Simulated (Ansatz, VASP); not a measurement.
**Ta: VASP beside Ansatz**

INCAR

```
SYSTEM = Ta
PREC = Accurate
ENCUT = 520
EDIFF = 1E-6
ISMEAR = 0
SIGMA = 0.15
LREAL = .False.
LASPH = .True.
NELM = 100
ALGO = Fast
ISIF = 2
LWAVE = .False.
LCHARG = .False.
GGA = PS
NBANDS = 12
```

File KPOINTS:

```
regular mesh
0
Gamma
  22 22 22
  0 0 0
```

Contents of POSCAR:

```
Ta
1.0
   -1.4857824155      1.4857824155      2.1588418497
    1.4857824155     -1.4857824155      2.1588418497
    1.4857824155      1.4857824155     -2.1588418497
Ta
1
Direct
    0.0000000000      0.0000000000      0.0000000000
```

Input for Ansatz:

```yaml
crystal:
  lattice:
    - [-1.4857824155, 1.4857824155, 2.1588418497]
    - [1.4857824155, -1.4857824155, 2.1588418497]
    - [1.4857824155, 1.4857824155, -2.1588418497]
  atoms:
    - { symbol: Ta, position: [0.0, 0.0, 0.0] }
basis:
  ecutwfc: 420
kpoints:
  mp_grid: { grid: [22, 22, 22] }
hamiltonian:
  xc: pbesol
  pseudopotentials: { kind: paw, azcp: { folder: soft_1 } }
scf:
  occupations: { method: gaussian, width: 0.15 }
output:
  forces: true
  stress: true
  eigenvalues: true
```

Alike in both runs: task single point; functional PBEsol; k mesh 22 × 22 × 22; occupations gaussian, width 0.15 eV; no spin polarisation.

```csv
,VASP,Ansatz
version,VASP 6.6.1,Ansatz 0.2.0
potentials or method,"VASP PAW PBE potentials, release 64 (Ta_pv), cutoff 520 eV","scalar-relativistic, plane waves, PAW"
valence electrons in the cell,11,13
```

|  | VASP | Ansatz | Ansatz less VASP |
| --- | --- | --- | --- |
| gap on the k mesh at the Fermi level (eV) | none | none | - |
| pressure (GPa) | -8.6 | -8.6 | -0.04 |
| traceless stress, the component that is largest in VASP (GPa) | 2.09 | 2.07 | -0.013 |

VASP's potentials were made for PBE, not for PBEsol, and Ansatz warns of the same on its side. A gap of «none» marks a metal or a gap that the smearing closes. VASP's potentials hold 11 valence electrons a cell and Ansatz's 13, so a difference there can come from the potentials and not from the codes.

Neither program's run includes spin-orbit coupling.
